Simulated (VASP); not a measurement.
# AgBr (ae) (Fm-3m) in VASP: further runs

The runs below take AgBr (ae) through single point, relaxation of cell and atoms, with PBE.

Program: VASP 6.6.1. These are calculated values, not measurements. Logs are shortened: lines on timing, memory, paths and dates and some standing lists are left out, and cuts for length are marked.

## 1. The cell of the first run

The structure is cubic, space group Fm-3m (No. 225). The conventional cell has a = 5.840 Å, b = 5.840 Å, c = 5.840 Å, α = 90.00°, β = 90.00°, γ = 90.00°. Ag (site symmetry m-3m) has 6 Br at 2.92 Å within 3.8 Å. Br (site symmetry m-3m) has 6 Ag at 2.92 Å within 3.8 Å.

## 2. Single point, PBE

INCAR

```
SYSTEM = AgBr
PREC = Accurate
ENCUT = 500
EDIFF = 1E-6
ISMEAR = 0
SIGMA = 0.02
LREAL = .False.
LASPH = .True.
NELM = 120
ALGO = Normal
ISIF = 2
LWAVE = .False.
LCHARG = .False.
GGA = PE
NBANDS = 16
GGA_COMPAT = .False.
```

KPOINTS

```
regular mesh
0
Gamma
  8 8 8
  0 0 0
```

POSCAR

```
AgBr
1.0
    0.0000000000      2.9202324928      2.9202324928
    2.9202324928      0.0000000000      2.9202324928
    2.9202324928      2.9202324928      0.0000000000
Ag Br
1 1
Direct
    0.0000000000      0.0000000000      0.0000000000
    0.5000000000      0.5000000000      0.5000000000
```

Potentials or basis: VASP PAW PBE potentials, release 64 (Ag, Br).

Launch:

```bash
$ cat potpaw_PBE.64/Ag/POTCAR potpaw_PBE.64/Br/POTCAR > POTCAR
$ mpirun -np 1 vasp_std > vasp.out
```

OUTCAR:

```text
SYSTEM = AgBr
   PREC = Accurate
   ENCUT = 500
   EDIFF = 1E-6
   ISMEAR = 0
   LREAL = .False.
   LASPH = .True.
   NELM = 120
   ISIF = 2
   GGA = PE

 ion  position               nearest neighbor table
   1  0.000  0.000  0.000-   2 2.92   2 2.92   2 2.92   2 2.92   2 2.92   2 2.92
   2  0.500  0.500  0.500-   1 2.92   1 2.92   1 2.92   1 2.92   1 2.92   1 2.92

  LATTYP: Found a face centered cubic cell.
 ALAT       =     5.8404649856

  Lattice vectors:

 A1 = (   0.0000000000,   2.9202324928,   2.9202324928)
 A2 = (   2.9202324928,   0.0000000000,   2.9202324928)
 A3 = (   2.9202324928,   2.9202324928,   0.0000000000)

Analysis of symmetry for initial positions (statically):
=====================================================================
 Subroutine PRICEL returns:
 Original cell was already a primitive cell.

 Routine SETGRP: Setting up the symmetry group for a
 face centered cubic supercell.

 Subroutine GETGRP returns: Found 48 space group operations
 (whereof 48 operations were pure point group operations)
 out of a pool of 48 trial point group operations.

The static configuration has the point symmetry O_h .

Analysis of symmetry for dynamics (positions and initial velocities):
=====================================================================
 Subroutine PRICEL returns:
 Original cell was already a primitive cell.

 Routine SETGRP: Setting up the symmetry group for a
 face centered cubic supercell.

 Subroutine GETGRP returns: Found 48 space group operations
 (whereof 48 operations were pure point group operations)
 out of a pool of 48 trial point group operations.

The dynamic configuration has the point symmetry O_h .

 Subroutine INISYM returns: Found 48 space group operations
 (whereof 48 operations are pure point group operations),
 and found     1 'primitive' translations

----------------------------------------------------------------------------------------

                                     Primitive cell

  volume of cell :      49.8061

  direct lattice vectors                    reciprocal lattice vectors
     0.000000000  2.920232493  2.920232493    -0.171219244  0.171219244  0.171219244
     2.920232493  0.000000000  2.920232493     0.171219244 -0.171219244  0.171219244
     2.920232493  2.920232493  0.000000000     0.171219244  0.171219244 -0.171219244

  length of vectors
     4.129832397  4.129832397  4.129832397     0.296560430  0.296560430  0.296560430

  position of ions in fractional coordinates (direct lattice)
     0.000000000  0.000000000  0.000000000
     0.500000000  0.500000000  0.500000000

  ion indices of the primitive-cell ions
   primitive index   ion index
                 1           1
                 2           2

----------------------------------------------------------------------------------------

 KPOINTS: regular mesh

Automatic generation of k-mesh.
 Grid dimensions read from file:
 generate k-points for:    8    8    8

 Generating k-lattice:

  Cartesian coordinates                     Fractional coordinates (reciprocal lattice)
    -0.021402406  0.021402406  0.021402406     0.125000000  0.000000000  0.000000000
     0.021402406 -0.021402406  0.021402406     0.000000000  0.125000000  0.000000000
     0.021402406  0.021402406 -0.021402406     0.000000000  0.000000000  0.125000000

  Length of vectors
     0.037070054  0.037070054  0.037070054

  Shift w.r.t. Gamma in fractional coordinates (k-lattice)
     0.000000000  0.000000000  0.000000000

 Subroutine IBZKPT returns following result:
 ===========================================

 Found     29 irreducible k-points:

 Following reciprocal coordinates:
            Coordinates               Weight
  0.000000  0.000000  0.000000      1.000000
  0.125000  0.000000  0.000000      8.000000
  0.250000  0.000000  0.000000      8.000000
  0.375000  0.000000  0.000000      8.000000
  0.500000  0.000000  0.000000      4.000000
  0.125000  0.125000  0.000000      6.000000
[... 16 lines left out ...]
  0.500000  0.250000  0.125000     48.000000
 -0.375000  0.250000  0.125000     24.000000
 [... further k-points ...]
   k-points           NKPTS =     29   k-points in BZ     NKDIM =     29   number of bands    NBANDS=     16
   number of dos      NEDOS =    301   number of ions     NIONS =      2
   total plane-waves  NPLWV =  27000
   dimension x,y,z NGX =    30 NGY =   30 NGZ =   30
   dimension x,y,z NGXF=    60 NGYF=   60 NGZF=   60
   ions per type =               1   1
   NGX,Y,Z   is equivalent  to a cutoff of  12.08, 12.08, 12.08 a.u.
   NGXF,Y,Z  is equivalent  to a cutoff of  24.15, 24.15, 24.15 a.u.
 SYSTEM =  AgBr
   PREC   = accura    normal or accurate (medium, high low for compatibility)
   ISTART =      0    job   : 0-new  1-cont  2-samecut
   ICHARG =      2    charge: 1-file 2-atom 10-const
   ISPIN  =      1    spin polarized calculation?
   LNONCOLLINEAR =      F non collinear calculations
   LSORBIT =      F    spin-orbit coupling
   LASPH  =      T    aspherical Exc in radial PAW
   ENCUT  =  500.0 eV  36.75 Ry    6.06 a.u.   7.53  7.53  7.53*2*pi/ulx,y,z
   NELM   =    120;   NELMIN=  2; NELMDL= -5     # of ELM steps
   EDIFF  = 0.1E-05   stopping-criterion for ELM
   LREAL  =      F    real-space projection
   EDIFFG = 0.1E-04   stopping-criterion for IOM
   NSW    =      0    number of steps for IOM
   IBRION =     -1    ionic relax: 0-MD 1-quasi-New 2-CG
   NFREE  =      0    steps in history (QN), initial steepest desc. (CG)
   ISIF   =      2    stress and relaxation
   ISYM   =      2    0-nonsym 1-usesym 2-fastsym
   POTIM  = 0.5000    time-step for ionic-motion
   TEBEG  =    0.0;   TEEND  =   0.0 temperature during run
   PSTRESS=    0.0 pullay stress
   NELECT =      18.0000    total number of electrons
   NUPDOWN=      -1.0000    fix difference up-down
   EMIN   =  10.00;   EMAX   =-10.00  energy-range for DOS
   EFERMI =   0.00;   METHOD = LEGACY
   ISMEAR =     0;   SIGMA  =   0.02  broadening in eV -4-tet -1-fermi 0-gaus
   EFERMI_NEDOS =   21; number of points for ismear=-14 and -15
   IALGO  =     38    algorithm
   IMIX   =      4    mixing-type and parameters
     AMIX     =   0.40;   BMIX     =  1.00
     AMIX_MAG =   1.60;   BMIX_MAG =  1.00
  volume/ion in A,a.u.               =      24.90       168.05
  Fermi-wavevector in a.u.,A,eV,Ry     =   1.166107  2.203622 18.501264  1.359805
  Thomas-Fermi vector in A             =   2.302624
   LORBIT       =      0    0 simple, 1 ext, 2 COOP (PROOUT), +10 PAW based schemes
   GGA     = PE    functional components
   LHFCALC =     F    Hartree Fock is set to
   AEXX    =    0.0000 exact exchange contribution
   IVDW    =     0    specifies the selected vdW correction
   LEPSILON=     F    determine dielectric tensor
   LRPA    =     F    only Hartree local field effects (RPA)
 non-spin polarized calculation
 Gauss-broadening in eV      SIGMA  =   0.02
  energy-cutoff  :      500.00
  volume of cell :       49.81
 maximum number of plane-waves:      1283
   NGX = 15   NGY = 15   NGZ = 15

 number of electron      18.0000001 magnetization

 Free energy of the ion-electron system (eV)
  ---------------------------------------------------
  ext. energy  EPLUGINS =         0.00000000
  ---------------------------------------------------
  free energy    TOTEN  =        -5.00027581 eV

  energy without entropy =       -5.00027581  energy(sigma->0) =       -5.00027581

 E-fermi :   3.1200     XC(G=0):  -9.5976

 val. band max:        3.0005119272   @ k =   0.5000   0.0000   0.0000
 cond. band min:       3.6876886194   @ k =   0.0000   0.0000   0.0000
 fundamental gap:      0.6871766922
 Fermi energy:         3.1200048966

 k-point     1 :       0.0000    0.0000    0.0000
  band No.  band energies     occupation
      1     -11.7556      2.00000
      2       0.4130      2.00000
      3       0.4130      2.00000
      4       0.4135      2.00000
      5       0.4135      2.00000
      6       0.4135      2.00000
[... 8 lines left out ...]
     15      14.5741      0.00000
     16      14.5741      0.00000

 k-point     2 :       0.1250    0.0000    0.0000
  band No.  band energies     occupation
      1     -11.7033      2.00000
      2       0.0521      2.00000
      3       0.0521      2.00000
      4       0.1033      2.00000
      5       0.4511      2.00000
      6       0.4511      2.00000
[... 8 lines left out ...]
     15      13.8545      0.00000
     16      14.2313      0.00000

 k-point     3 :       0.2500    0.0000    0.0000
  band No.  band energies     occupation
      1     -11.5722      2.00000
      2      -0.8195      2.00000
      3      -0.4229      2.00000
      4      -0.4229      2.00000
      5       0.5443      2.00000
      6       0.5443      2.00000
[... 8 lines left out ...]
     15      14.3244      0.00000
     16      14.3244      0.00000

 k-point     4 :       0.3750    0.0000    0.0000
  band No.  band energies     occupation
      1     -11.4333      2.00000
      2      -1.5727      2.00000
      3      -0.7429      2.00000
      4      -0.7429      2.00000
      5       0.6406      2.00000
      6       0.6406      2.00000
[... 8 lines left out ...]
     15      15.3668      0.00000
     16      15.3668      0.00000

 k-point     5 :       0.5000    0.0000    0.0000
  band No.  band energies     occupation
      1     -11.3732      2.00000
      2      -1.8496      2.00000
      3      -0.8540      2.00000
      4      -0.8540      2.00000
      5       0.6814      2.00000
      6       0.6814      2.00000
[... 8 lines left out ...]
     15      16.1533      0.00000
     16      16.1533      0.00000

 k-point     6 :       0.1250    0.1250    0.0000
  band No.  band energies     occupation
      1     -11.6876      2.00000
      2      -0.3702      2.00000
      3       0.3070      2.00000
      4       0.3070      2.00000
      5       0.3786      2.00000
      6       0.4335      2.00000
[... 8 lines left out ...]
     15      15.7171      0.00000
     16      15.7171      0.00000

 k-point     7 :       0.2500    0.1250    0.0000
  band No.  band energies     occupation
      1     -11.5870      2.00000
      2      -0.8717      2.00000
      3      -0.1102      2.00000
      4      -0.0791      2.00000
      5       0.4388      2.00000
      6       0.5511      2.00000
[... 8 lines left out ...]
     15      15.4291      0.00000
     16      15.5001      0.00000

 k-point     8 :       0.3750    0.1250    0.0000
  band No.  band energies     occupation
      1     -11.4546      2.00000
      2      -1.3548      2.00000
      3      -0.6440      2.00000
      4      -0.5094      2.00000
      5       0.5430      2.00000
      6       0.6562      2.00000
[... 8 lines left out ...]
     15      15.6176      0.00000
     16      16.0399      0.00000

 k-point     9 :       0.5000    0.1250    0.0000
  band No.  band energies     occupation
      1     -11.3691      2.00000
      2      -1.6777      2.00000
      3      -0.8326      2.00000
      4      -0.7695      2.00000
      5       0.6407      2.00000
      6       0.6921      2.00000
[... 8 lines left out ...]
     15      16.2975      0.00000
     16      16.4936      0.00000
[... 172 lines left out ...]
 k-point    19 :       0.5000    0.3750    0.0000
  band No.  band energies     occupation
      1     -11.3475      2.00000
      2      -0.9799      2.00000
      3      -0.2202      2.00000
      4      -0.0944      2.00000
      5       0.4281      2.00000
      6       0.7425      2.00000
[... 8 lines left out ...]
     15      17.3227      0.00000
     16      17.9015      0.00000

 k-point    20 :      -0.3750    0.3750    0.0000
  band No.  band energies     occupation
      1     -11.3262      2.00000
      2      -0.8593      2.00000
      3      -0.7748      2.00000
      4      -0.4954      2.00000
      5       0.5426      2.00000
      6       0.7292      2.00000
[... 8 lines left out ...]
     15      16.0036      0.00000
     16      18.3621      0.00000

 k-point    21 :       0.5000    0.5000    0.0000
  band No.  band energies     occupation
      1     -11.3427      2.00000
      2      -0.9065      2.00000
      3       0.1771      2.00000
      4       0.4225      2.00000
      5       0.4225      2.00000
      6       0.5545      2.00000
[... 8 lines left out ...]
     15      17.7852      0.00000
     16      17.7853      0.00000

 k-point    22 :       0.3750    0.2500    0.1250
  band No.  band energies     occupation
      1     -11.4895      2.00000
      2      -1.1954      2.00000
      3      -0.4767      2.00000
      4      -0.1119      2.00000
      5       0.5023      2.00000
      6       0.6218      2.00000
[... 8 lines left out ...]
     15      16.3256      0.00000
     16      16.8290      0.00000

 k-point    23 :       0.5000    0.2500    0.1250
  band No.  band energies     occupation
      1     -11.3883      2.00000
      2      -1.3881      2.00000
      3      -0.7402      2.00000
      4      -0.4702      2.00000
      5       0.5823      2.00000
      6       0.6857      2.00000
[... 8 lines left out ...]
     15      16.6162      0.00000
     16      16.8517      0.00000

 k-point    24 :      -0.3750    0.2500    0.1250
  band No.  band energies     occupation
      1     -11.3453      2.00000
      2      -1.4459      2.00000
      3      -0.7574      2.00000
      4      -0.7398      2.00000
      5       0.6378      2.00000
      6       0.6888      2.00000
[... 8 lines left out ...]
     15      15.4378      0.00000
     16      17.1640      0.00000

 [... further k-points ...]
[... 5 lines left out ...]
  --------------------------------------------------------------------------------------
  -------------------------------------------------------------------------------------
  Total       -0.0078126     -0.0078126     -0.0078126      0.0000000      0.0000000     -0.0000000
  in kB       -0.2513190     -0.2513190     -0.2513190      0.0000000      0.0000000     -0.0000000
  external PRESSURE =      -0.2513190 kB  Pullay stress =       0.0000000 kB

 VOLUME and BASIS-vectors are now :
 -----------------------------------------------------------------------------
  energy-cutoff  :      500.00
  volume of cell :       49.81
      direct lattice vectors                 reciprocal lattice vectors
     0.000000000  2.920232493  2.920232493    -0.171219244  0.171219244  0.171219244
     2.920232493  0.000000000  2.920232493     0.171219244 -0.171219244  0.171219244
     2.920232493  2.920232493  0.000000000     0.171219244  0.171219244 -0.171219244

 POSITION                                       TOTAL-FORCE (eV/Angst)
 -----------------------------------------------------------------------------------
      0.00000      0.00000      0.00000         0.000000     -0.000000     -0.000000
      2.92023      2.92023      2.92023        -0.000000      0.000000      0.000000
 -----------------------------------------------------------------------------------
    total drift:                               -0.000000      0.000000      0.000000

  FREE ENERGIE OF THE ION-ELECTRON SYSTEM (eV)
  ---------------------------------------------------
  free  energy   TOTEN  =        -5.0002758096 eV

  energy  without entropy=       -5.0002758096  energy(sigma->0) =       -5.00027581
```

It took 37 s on 1 thread of Intel Xeon 8259CL, shared host; peak memory 0.18 GiB.

Results:

| Property | Result |
| --- | --- |
| Free energy | -5.0003 eV |
| Pressure | 0.0 GPa |
| Band gap on the k mesh | 0.69 eV, indirect (least direct gap 2.44 eV) |

Levels at points of the mesh, in eV from the valence-band top:
```csv
k point,band 5,band 6,band 7,band 8,band 9,band 10,band 11,band 12,band 13,band 14
"(0.00, 0.00, 0.00)",-2.59,-2.59,-1.75,-1.75,-1.75,0.69,9.93,9.93,9.93,11.25
"(0.50, 0.00, 0.00)",-2.32,-2.32,-2.00,0.00,0.00,3.88,6.29,6.86,6.86,12.13
"(0.50, 0.50, 0.00)",-2.58,-2.45,-2.23,-2.23,-2.16,1.71,7.15,8.86,10.80,10.80
```

A k mesh can miss the band edges.

## 3. Relaxation of cell and atoms, PBE

This run uses another cell than the first one, of 25.22 Å³/atom, 1.013 times its volume.

INCAR

```
PREC = Accurate
ENCUT = 500
EDIFF = 1E-7
ISMEAR = 0
SIGMA = 0.02
LREAL = F
LASPH = T
NELM = 120
ALGO = Normal
ISIF = 3
LWAVE = F
LCHARG = F
GGA = PE
IBRION = 2
NSW = 50
EDIFFG = -0.003
GGA_COMPAT = F
NELMIN = 4
```

KPOINTS

```
Automatic mesh
0
Gamma
  8 8 8
```

POSCAR

```
AgBr
1.0
    0.0000000000      2.9323892184      2.9323892184
    2.9323892184      0.0000000000      2.9323892184
    2.9323892184      2.9323892184      0.0000000000
Ag Br
1 1
Direct
    0.0000000000      0.0000000000      0.0000000000
    0.5000000000      0.5000000000      0.5000000000
```

Potentials or basis: VASP PAW PBE potentials, release 64 (Ag, Br).

Launch:

```bash
$ cat potpaw_PBE.64/Ag/POTCAR potpaw_PBE.64/Br/POTCAR > POTCAR
$ mpirun -np 1 vasp_std > vasp.out
```

OUTCAR:

```text
PREC = Accurate
   ENCUT = 500
   EDIFF = 1E-7
   ISMEAR = 0
   LREAL = F
   LASPH = T
   NELM = 120
   ISIF = 3
   GGA = PE
   IBRION = 2
   NSW = 50
   EDIFFG = -0.003
   NELMIN = 4

 ion  position               nearest neighbor table
   1  0.000  0.000  0.000-   2 2.93   2 2.93   2 2.93   2 2.93   2 2.93   2 2.93
   2  0.500  0.500  0.500-   1 2.93   1 2.93   1 2.93   1 2.93   1 2.93   1 2.93

  LATTYP: Found a face centered cubic cell.
 ALAT       =     5.8647784368

  Lattice vectors:

 A1 = (   0.0000000000,   2.9323892184,   2.9323892184)
 A2 = (   2.9323892184,   0.0000000000,   2.9323892184)
 A3 = (   2.9323892184,   2.9323892184,   0.0000000000)

Analysis of symmetry for initial positions (statically):
=====================================================================
 Subroutine PRICEL returns:
[... 259 lines left out ...]
 Fermi energy:         3.1133516920

 k-point     1 :       0.0000    0.0000    0.0000
  band No.  band energies     occupation
      1     -11.7516      2.00000
      2       0.4189      2.00000
      3       0.4189      2.00000
      4       0.4193      2.00000
      5       0.4193      2.00000
      6       0.4193      2.00000
      7       1.2560      2.00000
      8       1.2560      2.00000
      9       1.2560      2.00000
     10       3.6962      0.00000
     11      12.9362      0.00000
     12      12.9362      0.00000
     13      12.9362      0.00000
[... 354 lines left out ...]
  band No.  band energies     occupation
      1     -11.3403      2.00000
      2      -1.4427      2.00000
      3      -0.7533      2.00000
      4      -0.7355      2.00000
      5       0.6442      2.00000
      6       0.6952      2.00000
      7       0.9610      2.00000
      8       1.9018      2.00000
      9       2.4601      2.00000
     10       7.4388      0.00000
     11       8.3189      0.00000
     12      10.8311      0.00000
     13      10.8605      0.00000

 [... further k-points ...]
[... 5 lines left out ...]
  --------------------------------------------------------------------------------------
  -------------------------------------------------------------------------------------
  Total        0.0006107      0.0006107      0.0006107     -0.0000000      0.0000000      0.0000000
  in kB        0.0196600      0.0196600      0.0196600     -0.0000000      0.0000000      0.0000000
  external PRESSURE =       0.0196600 kB  Pullay stress =       0.0000000 kB
[... 17 lines left out ...]
  FREE ENERGIE OF THE ION-ELECTRON SYSTEM (eV)
  ---------------------------------------------------
  free  energy   TOTEN  =        -5.0003636512 eV

  energy  without entropy=       -5.0003636512  energy(sigma->0) =       -5.00036365

 reached required accuracy - stopping structural energy minimisation
```

It took 72 s on 1 thread of Intel Xeon 8259CL, shared host; peak memory 0.18 GiB.

Results:

| Item | Value |
| --- | --- |
| Free energy | -5.0004 eV |
| Relaxed volume | 24.88 Å³/atom |
| Relaxed cell | a = 4.129 Å, b = 4.129 Å, c = 4.129 Å, α = 60.00°, β = 60.00°, γ = 60.00° |
| Space group after relaxing (to 0.05 Å) | Fm-3m (No. 225) |
| Energy gained by relaxing | 0.5 meV/atom |
| Ionic steps | 3 |
| Pressure after relaxing | 0.0 GPa |
| Band gap on the k mesh | 0.69 eV, indirect (least direct gap 2.44 eV) |

Step by step:
| step | energy change (eV) | largest force (eV/Å) | pressure (GPa) | volume (Å³) |
| --- | --- | --- | --- | --- |
| 1 | 0.0000 | 0.0000 | -0.50 | 50.43 |
| 2 | -0.0010 | 0.0000 | -0.07 | 49.86 |
| 3 | -0.0010 | 0.0000 | 0.00 | 49.77 |

Final structure:
```yaml
crystal:
  lattice:
    - [0.00000, 2.91951, 2.91951]
    - [2.91951, 0.00000, 2.91951]
    - [2.91951, 2.91951, 0.00000]
  atoms:
    - { symbol: Ag, position: [0.00000, 0.00000, 0.00000] }
    - { symbol: Br, position: [0.50000, 0.50000, 0.50000] }
```
